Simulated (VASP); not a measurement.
# RbCaH3 (Cmmm) in VASP: further runs, part 2 of 2

VASP 6.6.1.

## 3. Single point, LDA (strain +0.0375 x Voigt [0, 0, 0, 1, 0, 0])

Input file INCAR:

```
SYSTEM = RbCaH3
PREC = Accurate ; ENCUT = 520
EDIFF = 1E-6 ; ISMEAR = 0
SIGMA = 0.05 ; LREAL = .False.
LASPH = .True. ; NELM = 60
ALGO = Normal ; ISIF = 2
LWAVE = .False. ; LCHARG = .False.
GGA = CA ; NBANDS = 19
```

Input file KPOINTS:

```
Automatic mesh
0
Gamma
  6 6 6
  0 0 0
```

Input file POSCAR:

```
RbCaH3
1.0
    4.5470000000      0.0000000000      0.0000000000
    0.0000000000      4.5470000000      0.0852562500
    0.0000000000      0.0852562500      4.5470000000
Rb Ca H
1 1 3
Direct
    0.0000000000      0.0000000000      0.0000000000
    0.5000000000      0.5000000000      0.5000000000
    0.0000000000      0.5000000000      0.5000000000
    0.5000000000      0.0000000000      0.5000000000
    0.5000000000      0.5000000000      0.0000000000
```

Potentials or basis: VASP PAW LDA potentials, release 64 (Rb_sv, Ca_sv, H).

On the command line:

```bash
$ cat potpaw_LDA.64/Rb_sv/POTCAR potpaw_LDA.64/Ca_sv/POTCAR potpaw_LDA.64/H/POTCAR > POTCAR
$ mpirun -np 1 vasp_std > vasp.out
```

OUTCAR:

```text
SYSTEM = RbCaH3
   PREC = Accurate
   ENCUT = 520
   EDIFF = 1E-6
   ISMEAR = 0
   LREAL = .False.
   LASPH = .True.
   NELM = 60
   ISIF = 2
   GGA = CA

 ion  position               nearest neighbor table
   1  0.000  0.000  0.000-   3 3.15   3 3.15   4 3.22   4 3.22   5 3.22   5 3.22   4 3.22   5 3.22
                             4 3.22   5 3.22   3 3.28   3 3.28   2 3.89   2 3.89   2 3.89   2 3.89
   2  0.500  0.500  0.500-   1 3.89   1 3.89   1 3.89   1 3.89   1 3.99   1 3.99   1 3.99   1 3.99

   3  0.000  0.500  0.500-   1 3.15   1 3.15   1 3.28   1 3.28
   4  0.500  0.000  0.500-   1 3.22   1 3.22   1 3.22   1 3.22
   5  0.500  0.500  0.000-   1 3.22   1 3.22   1 3.22   1 3.22

  LATTYP: Found a base centered orthorhombic cell.
 ALAT       =     6.3098585231
 B/A-ratio  =     1.0382165605
 C/A-ratio  =     0.7206183757

  Lattice vectors:

 A1 = (   0.0000000000,  -0.0852562500,  -4.5470000000)
 A2 = (   0.0000000000,   4.5470000000,   0.0852562500)
 A3 = (   4.5470000000,   0.0000000000,   0.0000000000)

Analysis of symmetry for initial positions (statically):
=====================================================================
 Subroutine PRICEL returns:
 Original cell was already a primitive cell.

 Routine SETGRP: Setting up the symmetry group for a
 base centered orthorhombic supercell.

 Subroutine GETGRP returns: Found  8 space group operations
 (whereof  8 operations were pure point group operations)
 out of a pool of  8 trial point group operations.

The static configuration has the point symmetry D_2h.

Analysis of symmetry for dynamics (positions and initial velocities):
=====================================================================
 Subroutine PRICEL returns:
 Original cell was already a primitive cell.

 Routine SETGRP: Setting up the symmetry group for a
 base centered orthorhombic supercell.

 Subroutine GETGRP returns: Found  8 space group operations
 (whereof  8 operations were pure point group operations)
 out of a pool of  8 trial point group operations.

The dynamic configuration has the point symmetry D_2h.

 Subroutine INISYM returns: Found  8 space group operations
 (whereof  8 operations are pure point group operations),
 and found     1 'primitive' translations

----------------------------------------------------------------------------------------

                                     Primitive cell

  volume of cell :      93.9771

  direct lattice vectors                    reciprocal lattice vectors
     4.547000000  0.000000000  0.000000000     0.219925225  0.000000000  0.000000000
     0.000000000  4.547000000  0.085256250     0.000000000  0.220002570 -0.004125048
     0.000000000  0.085256250  4.547000000     0.000000000 -0.004125048  0.220002570

  length of vectors
     4.547000000  4.547799207  4.547799207     0.219925225  0.220041239  0.220041239

  position of ions in fractional coordinates (direct lattice)
     0.000000000  0.000000000  0.000000000
     0.500000000  0.500000000  0.500000000
[... 34 lines left out ...]
 ===========================================

 Found     52 irreducible k-points:

 Following reciprocal coordinates:
            Coordinates               Weight
  0.000000  0.000000  0.000000      1.000000
  0.166667  0.000000  0.000000      2.000000
  0.333333  0.000000  0.000000      2.000000
  0.500000  0.000000  0.000000      1.000000
  0.000000  0.166667  0.000000      4.000000
  0.166667  0.166667  0.000000      8.000000
[... 16 lines left out ...]
  0.333333  0.333333  0.166667      8.000000
  0.500000  0.333333  0.166667      4.000000
 [... further k-points ...]
   k-points           NKPTS =     52   k-points in BZ     NKDIM =     52   number of bands    NBANDS=     19
   number of dos      NEDOS =    301   number of ions     NIONS =      5
   total plane-waves  NPLWV =  46656
   dimension x,y,z NGX =    36 NGY =   36 NGZ =   36
   dimension x,y,z NGXF=    72 NGYF=   72 NGZF=   72
   ions per type =               1   1   3
   NGX,Y,Z   is equivalent  to a cutoff of  13.16, 13.16, 13.16 a.u.
   NGXF,Y,Z  is equivalent  to a cutoff of  26.32, 26.32, 26.32 a.u.
 SYSTEM =  RbCaH3
   PREC   = accura    normal or accurate (medium, high low for compatibility)
   ISTART =      0    job   : 0-new  1-cont  2-samecut
   ICHARG =      2    charge: 1-file 2-atom 10-const
   ISPIN  =      1    spin polarized calculation?
   LNONCOLLINEAR =      F non collinear calculations
   LSORBIT =      F    spin-orbit coupling
   LASPH  =      T    aspherical Exc in radial PAW
   ENCUT  =  520.0 eV  38.22 Ry    6.18 a.u.   8.45  8.46  8.46*2*pi/ulx,y,z
   NELM   =     60;   NELMIN=  2; NELMDL= -5     # of ELM steps
   EDIFF  = 0.1E-05   stopping-criterion for ELM
   LREAL  =      F    real-space projection
   EDIFFG = 0.1E-04   stopping-criterion for IOM
   NSW    =      0    number of steps for IOM
   IBRION =     -1    ionic relax: 0-MD 1-quasi-New 2-CG
   NFREE  =      0    steps in history (QN), initial steepest desc. (CG)
   ISIF   =      2    stress and relaxation
   ISYM   =      2    0-nonsym 1-usesym 2-fastsym
   POTIM  = 0.5000    time-step for ionic-motion
   TEBEG  =    0.0;   TEEND  =   0.0 temperature during run
   PSTRESS=    0.0 pullay stress
   NELECT =      22.0000    total number of electrons
   NUPDOWN=      -1.0000    fix difference up-down
   EMIN   =  10.00;   EMAX   =-10.00  energy-range for DOS
   EFERMI =   0.00;   METHOD = LEGACY
   ISMEAR =     0;   SIGMA  =   0.05  broadening in eV -4-tet -1-fermi 0-gaus
   EFERMI_NEDOS =   21; number of points for ismear=-14 and -15
   IALGO  =     38    algorithm
   IMIX   =      4    mixing-type and parameters
     AMIX     =   0.40;   BMIX     =  1.00
     AMIX_MAG =   1.60;   BMIX_MAG =  1.00
  volume/ion in A,a.u.               =      18.80       126.84
  Fermi-wavevector in a.u.,A,eV,Ry     =   1.008962  1.906663 13.850802  1.018005
  Thomas-Fermi vector in A             =   2.141862
   LORBIT       =      0    0 simple, 1 ext, 2 COOP (PROOUT), +10 PAW based schemes
   GGA     = CA    functional components
   LHFCALC =     F    Hartree Fock is set to
   AEXX    =    0.0000 exact exchange contribution
   IVDW    =     0    specifies the selected vdW correction
   LEPSILON=     F    determine dielectric tensor
   LRPA    =     F    only Hartree local field effects (RPA)
 non-spin polarized calculation
 Gauss-broadening in eV      SIGMA  =   0.05
  energy-cutoff  :      520.00
  volume of cell :       93.98
 maximum number of plane-waves:      2564
 NGX is ok and might be reduce to    36
   NGX = 17   NGY = 17   NGZ = 17

 number of electron      22.0000000 magnetization

 Free energy of the ion-electron system (eV)
  ---------------------------------------------------
  ext. energy  EPLUGINS =         0.00000000
  ---------------------------------------------------
  free energy    TOTEN  =       -15.80470204 eV

  energy without entropy =      -15.80470204  energy(sigma->0) =      -15.80470204

 E-fermi :  -0.9849     XC(G=0):  -8.2016

 val. band max:       -1.3427355917   @ k =   0.0000   0.5000   0.5000
 cond. band min:       1.4852952990   @ k =   0.0000   0.5000   0.5000
 fundamental gap:      2.8280308907
 Fermi energy:        -0.9849272489

 k-point     1 :       0.0000    0.0000    0.0000
  band No.  band energies     occupation
      1     -39.5586      2.00000
      2     -26.6195      2.00000
      3     -20.8875      2.00000
      4     -20.8750      2.00000
      5     -20.8620      2.00000
      6     -10.7531      2.00000
[... 505 lines left out ...]
      6     -10.9044      2.00000
[... 11 lines left out ...]
     18       6.4265      0.00000
     19       6.7366      0.00000

 [... further k-points ...]

------------------------ aborting loop because EDIFF is reached ----------------------------------------

  FORCE on cell =-STRESS in cart. coord.  units (eV):
  Direction    XX          YY          ZZ          XY          YZ          ZX
  --------------------------------------------------------------------------------------
  -------------------------------------------------------------------------------------
  Total       -1.3951214     -1.3951643     -1.3951643      0.0000000     -0.3739600      0.0000000
  in kB      -23.7848512    -23.7855823    -23.7855823      0.0000000     -6.3754908      0.0000000
  external PRESSURE =     -23.7853386 kB  Pullay stress =       0.0000000 kB

 VOLUME and BASIS-vectors are now :
 -----------------------------------------------------------------------------
  energy-cutoff  :      520.00
  volume of cell :       93.98
      direct lattice vectors                 reciprocal lattice vectors
     4.547000000  0.000000000  0.000000000     0.219925225  0.000000000  0.000000000
     0.000000000  4.547000000  0.085256250     0.000000000  0.220002570 -0.004125048
     0.000000000  0.085256250  4.547000000     0.000000000 -0.004125048  0.220002570

 POSITION                                       TOTAL-FORCE (eV/Angst)
 -----------------------------------------------------------------------------------
      0.00000      0.00000      0.00000         0.000000     -0.000000      0.000000
      2.27350      2.31613      2.31613         0.000000     -0.000000      0.000000
      0.00000      2.31613      2.31613         0.000000     -0.000000      0.000000
      2.27350      0.04263      2.27350         0.000000     -0.000000      0.000000
      2.27350      2.27350      0.04263         0.000000      0.000000      0.000000
 -----------------------------------------------------------------------------------
    total drift:                                0.000000      0.000000      0.000000

  FREE ENERGIE OF THE ION-ELECTRON SYSTEM (eV)
  ---------------------------------------------------
  free  energy   TOTEN  =       -15.8047020442 eV

  energy  without entropy=      -15.8047020442  energy(sigma->0) =      -15.80470204
```

Wall time 41 s (1 thread of AMD EPYC 9R45 (Zen 5), shared host); peak memory 0.21 GiB.

What came out:

* Free energy: -15.8047 eV
* Pressure: -2.4 GPa
* Band gap on the k mesh: 2.83 eV

Stress tensor (GPa, compression positive):
```
-2.38  0.00  0.00
 0.00 -2.38 -0.64
 0.00 -0.64 -2.38
```

Levels at points of the mesh, in eV from the valence-band top:
| k point | band 8 | band 9 | band 10 | band 11 | band 12 | band 13 | band 14 | band 15 |
| --- | --- | --- | --- | --- | --- | --- | --- | --- |
| (0.00, 0.00, 0.00) | -9.39 | -2.90 | -0.47 | -0.46 | 5.72 | 5.77 | 5.88 | 7.09 |
| (0.50, 0.00, 0.00) | -9.38 | -1.61 | -0.83 | -0.21 | 5.31 | 5.33 | 5.59 | 5.92 |
| (0.00, 0.50, 0.00) | -9.39 | -1.61 | -0.82 | -0.22 | 5.32 | 5.32 | 5.56 | 5.93 |
| (0.50, 0.50, 0.00) | -9.37 | -1.26 | -0.09 | -0.09 | 2.83 | 4.72 | 4.73 | 5.50 |
| (0.00, 0.50, 0.50) | -9.37 | -1.26 | -0.18 | 0.00 | 2.83 | 4.72 | 4.74 | 5.49 |
| (0.50, 0.50, 0.50) | -9.53 | -0.38 | -0.30 | -0.20 | 4.05 | 4.12 | 4.20 | 5.39 |

Caveat: the cell differs from its parent crystal (strain +0.0375 x Voigt [0, 0, 0, 1, 0, 0]).
